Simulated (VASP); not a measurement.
# Mn: single point with PBE

Crystal: Mn.

```
Mn
1.0
     0.00000    1.72751    1.72751
     1.72751    0.00000    1.72751
     1.72751    1.72751    0.00000
Mn
1
Direct
  0.00000 0.00000 0.00000
```

This cell differs from its parent crystal: volume scaled by 0.96.

```json
{
  "Program": "VASP 6.6.1",
  "Task": "single point",
  "Functional": "PBE",
  "Potentials or basis": "VASP PAW PBE potentials, release 64 (Mn_pv)",
  "Cutoff": "500 eV",
  "k mesh": "17 × 17 × 17",
  "Occupations": "fermi-dirac, width 0.05 eV",
  "Spin": "collinear spin, ferromagnetic start",
  "Starting moments": "[3.0] μB"
}
```

```
Pressure                                              : 12.5 GPa
Net moment                                            : 0.00 μB per cell
Valence electrons inside the program's atomic spheres : Mn 12.07
```

Levels at points of the mesh, in eV from the Fermi level:
Spin up:
```tsv
k point	band 4	band 5	band 6	band 7	band 8	band 9	band 10	band 11
(0.00, 0.00, 0.00)	-8.49	-1.22	-1.22	-1.22	0.57	0.57	21.68	27.77
```
Spin down:
```
           k point  band 3  band 4  band 5  band 6  band 7  band 8  band 9  band 10  band 11  band 12
(0.00, 0.00, 0.00)  -47.63   -8.49   -1.22   -1.22   -1.22    0.57    0.57    21.68    27.77    27.77
```

Run time: 29 s on 1 thread of Intel(R) Xeon(R) 6975P-C (Granite Rapids), on a shared host, peak memory 0.15 GiB.

Caveat: the starting moments collapsed, and a magnetic state may lie lower.
